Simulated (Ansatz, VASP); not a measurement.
# Two plane-wave programs on CsPbCl3

```xyz
5
Lattice="5.6771 0.0000 0.0000 0.0000 5.6771 0.0000 0.0000 0.0000 5.6771" Properties=species:S:1:pos:R:3 pbc="T T T"
Cs    0.0000    0.0000    0.0000
Pb    2.8385    2.8385    2.8385
Cl    2.8385    2.8385    0.0000
Cl    2.8385    0.0000    2.8385
Cl    0.0000    2.8385    2.8385
```

Alike in both runs: task single point; functional r2SCAN; k mesh 4 × 4 × 4; no spin polarisation.

|  | VASP | Ansatz |
| --- | --- | --- |
| version | VASP 6.6.1 | Ansatz 0.2.0 |
| potentials or method | VASP PAW PBE potentials, release 64 (Cs_sv, Pb_d, Cl) | plane waves, PAW |
| plane-wave cutoff (eV) | 520 | 500 |
| occupations | gaussian, width 0.01 eV | fixed |
| valence electrons in the cell | 44 | 44 |

|  | VASP | Ansatz | Ansatz less VASP |
| --- | --- | --- | --- |
| gap on the k mesh at the Fermi level (eV) | 2.48 | 2.46 | -0.015 |
| pressure (GPa) | 0.0 | 0.0 | +0.04 |

VASP's potentials were made for PBE, not for r2SCAN.

Neither program's run includes spin-orbit coupling.
